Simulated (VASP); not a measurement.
Input of a VASP 6.6.1 run:

The input INCAR:

```
SYSTEM = K
  ALGO = Fast
  EDIFF = 1E-6
  ENCUT = 520
  GGA = PS
  ISIF = 2
  ISMEAR = 0
  LASPH = .TRUE.
  LCHARG = .TRUE.
  LELF = .TRUE.
  LREAL = .FALSE.
  LVHAR = .TRUE.
  LWAVE = .FALSE.
  NBANDS = 16
  NELM = 60
  PREC = Accurate
  SIGMA = 0.1
```

File KPOINTS:

```
k-points
0
G
  10 10 10
  0 0 0
```

The input POSCAR:

```
K
1.0
    5.3930800000      0.0000000000      0.0000000000
    0.0000000000      5.3930800000      0.0000000000
    0.0000000000      0.0000000000      4.9500229971
K
2
Direct
    0.0000000000      0.0000000000      0.0000000000
    0.5000000000      0.5000000000      0.5000000000
```

Potentials or basis: VASP PAW PBE potentials, release 64 (K_sv).

The run is started by

```sh
$ cat potpaw_PBE.64/K_sv/POTCAR > POTCAR
$ mpirun -np 1 vasp_std > vasp.out
```

(1) Predict the pressure.

(2) Estimate the band gap on the k mesh.

## Answers

(1) -0.1 GPa.

(2) zero (bands 9 and 10 overlap by 2.25 eV).

Caveat: the cell differs from its parent crystal (biaxial strain in the a-b plane: +3.0 %, then relaxed in part); the PAW data sets were made with another functional, which shifts forces and pressure a little.
